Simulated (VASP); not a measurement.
# Ti (P6_3/mmc) in VASP: further runs, part 2 of 2

VASP 6.6.1.

### 3 Single point, PBE

This run uses another cell than the first one, of 16.70 Å³/atom, 1.029 times its volume.

Input file INCAR:

```
SYSTEM = Ti
PREC     = Accurate       ! precision mode
ENCUT    = 520            ! plane-wave cutoff, eV
EDIFF    = 1E-7           ! SCF threshold, eV
ISMEAR   = -1             ! smearing method
SIGMA    = 0.3            ! smearing width, eV
LREAL    = .FALSE.        ! projectors in reciprocal space
LASPH    = .TRUE.         ! aspherical terms in the spheres
NELM     = 80             ! most SCF steps
ALGO     = Normal         ! electronic algorithm
ISIF     = 2              ! what is computed and relaxed
LWAVE    = .FALSE.        ! write WAVECAR
LCHARG   = .FALSE.        ! write CHGCAR
GGA      = PE             ! functional
NBANDS   = 19             ! bands
```

Input file KPOINTS:

```
Automatic mesh
0
G
  13 13 7
  0 0 0
```

Input file POSCAR:

```
Ti
1.0
    2.8965945625      0.0000000000      0.0000000000
   -1.4482972813      2.5085244745      0.0000000000
    0.0000000000      0.0000000000      4.5952754415
Ti
2
Direct
    0.3333333333      0.6666666667      0.2500000000
    0.6666666667      0.3333333333      0.7500000000
```

Potentials or basis: VASP PAW PBE potentials, release 64 (Ti_sv).

Run with:

```sh
cat potpaw_PBE.64/Ti_sv/POTCAR > POTCAR
mpirun -np 1 vasp_std > vasp.out
```

OUTCAR:

```text
SYSTEM = Ti
   PREC = Accurate
   ENCUT = 520
   EDIFF = 1E-7
   ISMEAR = -1
   LREAL = .FALSE.
   LASPH = .TRUE.
   NELM = 80
   ISIF = 2
   GGA = PE

 ion  position               nearest neighbor table
   1  0.333  0.667  0.250-   2 2.84   2 2.84   2 2.84   2 2.84   2 2.84   2 2.84
   2  0.667  0.333  0.750-   1 2.84   1 2.84   1 2.84   1 2.84   1 2.84   1 2.84

  LATTYP: Found a hexagonal cell.
 ALAT       =     2.8965945625
 C/A-ratio  =     1.5864406780

  Lattice vectors:

 A1 = (   2.8965945625,   0.0000000000,   0.0000000000)
 A2 = (  -1.4482972813,   2.5085244745,   0.0000000000)
 A3 = (   0.0000000000,   0.0000000000,   4.5952754415)

Analysis of symmetry for initial positions (statically):
=====================================================================
 Subroutine PRICEL returns:
 Original cell was already a primitive cell.

 Routine SETGRP: Setting up the symmetry group for a
 hexagonal supercell.

 Subroutine GETGRP returns: Found 24 space group operations
 (whereof 12 operations were pure point group operations)
 out of a pool of 24 trial point group operations.
[... 161 lines left out ...]
  free energy    TOTEN  =       -16.03881567 eV

  energy without entropy =      -15.18930537  energy(sigma->0) =      -15.61406052

 E-fermi :   8.6967     XC(G=0): -11.6789

 val. band max:        8.6727367382   @ k =   0.1538   0.0769   0.2857
 cond. band min:       8.7286745076   @ k =   0.1538   0.0000   0.4286
 fundamental gap:      0.0559377694
 Fermi energy:         8.6966839757

 k-point     1 :       0.0000    0.0000    0.0000
  band No.  band energies     occupation
      1     -47.9559      2.00000
      2     -47.7960      2.00000
      3     -24.5662      2.00000
      4     -23.8840      2.00000
      5     -23.8840      2.00000
      6     -23.7713      2.00000
[... 505 lines left out ...]
      6     -23.9150      2.00000
[... 11 lines left out ...]
     18      10.6878      0.00262
     19      12.2827      0.00001

 [... further k-points ...]

------------------------ aborting loop because EDIFF is reached ----------------------------------------

  FORCE on cell =-STRESS in cart. coord.  units (eV):
  Direction    XX          YY          ZZ          XY          YZ          ZX
  --------------------------------------------------------------------------------------
  -------------------------------------------------------------------------------------
  Total        1.3323284      1.3323284      1.5702892     -0.0000000     -0.0000000     -0.0000000
  in kB       63.9299348     63.9299348     75.3481543     -0.0000000     -0.0000000     -0.0000000
  external PRESSURE =      67.7360080 kB  Pullay stress =       0.0000000 kB

 VOLUME and BASIS-vectors are now :
 -----------------------------------------------------------------------------
  energy-cutoff  :      520.00
  volume of cell :       33.39
      direct lattice vectors                 reciprocal lattice vectors
     2.896594562  0.000000000  0.000000000     0.345232989  0.199320359  0.000000000
    -1.448297281  2.508524475  0.000000000     0.000000000  0.398640719  0.000000000
     0.000000000  0.000000000  4.595275442     0.000000000  0.000000000  0.217614812

 POSITION                                       TOTAL-FORCE (eV/Angst)
 -----------------------------------------------------------------------------------
     -0.00000      1.67235      1.14882         0.000000      0.000000      0.000000
      1.44830      0.83617      3.44646        -0.000000     -0.000000      0.000000
 -----------------------------------------------------------------------------------
    total drift:                               -0.000000      0.000000     -0.000000

  FREE ENERGIE OF THE ION-ELECTRON SYSTEM (eV)
  ---------------------------------------------------
  free  energy   TOTEN  =       -16.0388156673 eV

  energy  without entropy=      -15.1893053734  energy(sigma->0) =      -15.61406052
```

It took 86 s on 1 thread of Intel Xeon 6975P-C, shared host; peak memory 0.18 GiB.

What came out:

| Quantity | Value |
| --- | --- |
| Free energy | -16.0388 eV |
| Pressure | 6.8 GPa |
| Band gap on the k mesh | zero (band 12 reaches 9.59 eV, above the bottom of band 13 at 8.45 eV) |

Stress tensor (GPa, compression positive):
```
6.39 0.00 0.00
0.00 6.39 0.00
0.00 0.00 7.53
```

### 4 Single point, PBE

This run uses another cell than the first one, of 17.17 Å³/atom, 1.058 times its volume.

Input file INCAR:

```
SYSTEM = Ti
PREC = Accurate ; ENCUT = 520
EDIFF = 1E-7 ; ISMEAR = -1
SIGMA = 0.3 ; LREAL = .False.
LASPH = .True. ; NELM = 80
ALGO = Normal ; ISIF = 2
LWAVE = .False. ; LCHARG = .False.
GGA = PE ; NBANDS = 19
```

Input file KPOINTS:

```
regular mesh
0
Gamma
  13 13 7
  0 0 0
```

Input file POSCAR:

```
Ti
1.0
    2.9235411756      0.0000000000      0.0000000000
   -1.4617705878      2.5318609259      0.0000000000
    0.0000000000      0.0000000000      4.6380246447
Ti
2
Direct
    0.3333333333      0.6666666667      0.2500000000
    0.6666666667      0.3333333333      0.7500000000
```

Run with:

```sh
cat potpaw_PBE.64/Ti_sv/POTCAR > POTCAR
mpirun -np 1 vasp_std > vasp.out
```

Run time: 1.7 min. Hardware: 1 thread of Intel Xeon 6975P-C, shared host; peak memory 0.18 GiB.

Results (log left out):

- Free energy: -16.0690 eV
- Pressure: 3.5 GPa
- Band gap on the k mesh: zero (band 12 reaches 9.28 eV, above the bottom of band 13 at 8.17 eV)

Stress tensor (GPa, compression positive):
```
3.11 0.00 0.00
0.00 3.11 0.00
0.00 0.00 4.17
```

Levels at points of the mesh, in eV from the Fermi level:
| k point | band 9 | band 10 | band 11 | band 12 | band 13 | band 14 | band 15 | band 16 |
| --- | --- | --- | --- | --- | --- | --- | --- | --- |
| (0.00, 0.00, 0.00) | -6.18 | -2.63 | 0.87 | 0.88 | 0.88 | 1.02 | 1.38 | 1.38 |

### 5 Overview

| cell | gap on the mesh (eV) | pressure (GPa) |
| --- | --- | --- |
| a = 2.869, b = 2.869, c = 4.552 Å, angles 90.0, 90.0, 120.0°, 2 atoms | none | 10.6 |
| a = 2.897, b = 2.897, c = 4.595 Å, angles 90.0, 90.0, 120.0°, 2 atoms | none | 6.8 |
| a = 2.924, b = 2.924, c = 4.638 Å, angles 90.0, 90.0, 120.0°, 2 atoms | none | 3.5 |

Alike in all rows: task single point; level PBE; potentials or basis VASP PAW PBE potentials, release 64 (Ti_sv); no spin polarisation; k mesh 13 × 13 × 7; cutoff (eV) 520; smearing fermi-dirac 0.3 eV.

Absolute energies hang on the potentials; compare differences alone.
